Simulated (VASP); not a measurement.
Wanted: the native input for a VASP 6.6.1 run.

| Quantity | Value |
| --- | --- |
| Task | single point |
| Functional | PBEsol |
| Potentials or basis | VASP PAW PBE potentials, release 64 (Ba_sv, Zr_sv, S) |
| Cutoff | 500 eV |
| k mesh | 4 × 4 × 4 |
| Occupations | gaussian, width 0.02 eV |
| Spin | no spin polarisation |
| Dipole correction | no |
| Further INCAR settings | ALGO = Normal; EDIFF = 1e-06; NBANDS = 96 |

The structure of BaZrS3 lies in POSCAR:

```
BaZrS3
1.0
    7.0747409222      0.0000000000      0.0000000000
    0.0000000000      9.9094859546      0.0000000000
    0.0000000000      0.0000000000      6.9222617420
Ba Zr S
4 4 12
Direct
    0.0543369362      0.2500000000      0.0122818922
    0.4456630638      0.7500000000      0.5122818922
    0.5543369362      0.2500000000      0.4877181078
    0.9456630638      0.7500000000      0.9877181078
    0.0000000000      0.0000000000      0.5000000000
    0.5000000000      0.0000000000      0.0000000000
    0.5000000000      0.5000000000      0.0000000000
    0.0000000000      0.5000000000      0.5000000000
    0.9942568682      0.2500000000      0.5654489729
    0.5057431318      0.7500000000      0.0654489729
    0.4942568682      0.2500000000      0.9345510271
    0.0057431318      0.7500000000      0.4345510271
    0.2080227398      0.9656019035      0.7924847968
    0.2919772602      0.0343980965      0.2924847968
    0.7080227398      0.5343980965      0.7075152032
    0.7919772602      0.4656019035      0.2075152032
    0.7919772602      0.0343980965      0.2075152032
    0.7080227398      0.9656019035      0.7075152032
    0.2919772602      0.4656019035      0.2924847968
    0.2080227398      0.5343980965      0.7924847968
```

One way to write it, as run:

INCAR

```
SYSTEM = BaZrS3
PREC     = Accurate       ! precision mode
ENCUT    = 500            ! plane-wave cutoff, eV
EDIFF    = 1E-6           ! SCF threshold, eV
ISMEAR   = 0              ! smearing method
SIGMA    = 0.02           ! smearing width, eV
LREAL    = .FALSE.        ! projectors in reciprocal space
LASPH    = .TRUE.         ! aspherical terms in the spheres
NELM     = 120            ! most SCF steps
ALGO     = Normal         ! electronic algorithm
ISIF     = 2              ! what is computed and relaxed
LWAVE    = .FALSE.        ! write WAVECAR
LCHARG   = .FALSE.        ! write CHGCAR
GGA      = PS             ! functional
NBANDS   = 96             ! bands
GGA_COMPAT= .FALSE.      
KPAR     = 4
```

KPOINTS

```
Automatic mesh
0
G
  4 4 4
  0 0 0
```

Potentials or basis: VASP PAW PBE potentials, release 64 (Ba_sv, Zr_sv, S).

Run with:

```bash
$ cat potpaw_PBE.64/Ba_sv/POTCAR potpaw_PBE.64/Zr_sv/POTCAR potpaw_PBE.64/S/POTCAR > POTCAR
$ mpirun -np 4 vasp_std > vasp.out
```

Results of the run:

```json
{
 "Pressure": "0.5 GPa",
 "Largest force": "0.044 eV/Å",
 "Band gap on the k mesh": "0.92 eV"
}
```

Caveat: the PAW data sets were made with another functional, which shifts forces and pressure a little; spin-orbit coupling is left out, which moves the levels of the heavy elements.

It took 7.3 min on 4 MPI ranks on Intel(R) Xeon(R) Platinum 8375C CPU @ 2.90GHz (Ice Lake), with other jobs on the host, peak memory 1 GiB a rank.
